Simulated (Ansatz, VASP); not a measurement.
# One calculation of MgS, two programs

INCAR

```
SYSTEM = MgS
  ALGO = Normal
  EDIFF = 1E-6
  ENCUT = 520
  GGA = PS
  ISIF = 2
  ISMEAR = 0
  LASPH = .TRUE.
  LCHARG = .TRUE.
  LELF = .TRUE.
  LREAL = .FALSE.
  LVHAR = .TRUE.
  LWAVE = .FALSE.
  NBANDS = 11
  NELM = 100
  PREC = Accurate
  SIGMA = 0.05
```

Contents of KPOINTS:

```
k-points
0
G
  8 8 8
  0 0 0
```

Contents of POSCAR:

```
MgS
1.0
    0.0000000000      2.2603135200      2.6016500000
    2.9429864800      0.0000000000      2.6016500000
    2.9429864800      2.2603135200      0.0000000000
Mg S
1 1
Direct
    0.0000000000      0.0000000000      0.0000000000
    0.5000000000      0.5000000000      0.5000000000
```

Input for Ansatz:

```yaml
crystal:
  lattice:
    - [0.0, 2.26031352, 2.60165]
    - [2.94298648, 0.0, 2.60165]
    - [2.94298648, 2.26031352, 0.0]
  atoms:
    - { symbol: Mg, position: [0.0, 0.0, 0.0] }
    - { symbol: S, position: [0.5, 0.5, 0.5] }
basis:
  ecutwfc: 420
kpoints:
  mp_grid: { grid: [8, 8, 8] }
hamiltonian:
  xc: pbesol
scf:
  occupations: { method: gaussian, width: 0.05 }
output:
  forces: true
  stress: true
  eigenvalues: true
```

Change from the starting cell: strain +0.1312 x Voigt [1, -1, 0, 0, 0, 0], atoms carried along.

Alike in both runs: task single point; functional PBEsol; k mesh 8 × 8 × 8; occupations gaussian, width 0.05 eV; no spin polarisation.

|  | VASP | Ansatz |
| --- | --- | --- |
| version | VASP 6.6.1 | Ansatz 0.2.0 |
| potentials or method | VASP PAW PBE potentials, release 64 (Mg, S), cutoff 520 eV | scalar-relativistic, plane waves, PAW |
| valence electrons in the cell | 8 | 16 |

VASP gave:

* gap on the k mesh at the Fermi level (eV): 2.49
* least direct gap on the mesh (eV): 3.43
* pressure (GPa): 9.5
* traceless stress, the component that is largest in VASP (GPa): 22.72

Problem. What did Ansatz give for the same quantities?

Solution. gap on the k mesh at the Fermi level (eV): 2.48; least direct gap on the mesh (eV): 3.43; pressure (GPa): 9.5; traceless stress, the component that is largest in VASP (GPa): 22.59.

VASP's potentials were made for PBE, not for PBEsol. The functional is the same, so the differences come from potentials, cutoffs and numerics. VASP's potentials hold 8 valence electrons a cell and Ansatz's 16, so a difference there can come from the potentials and not from the codes.
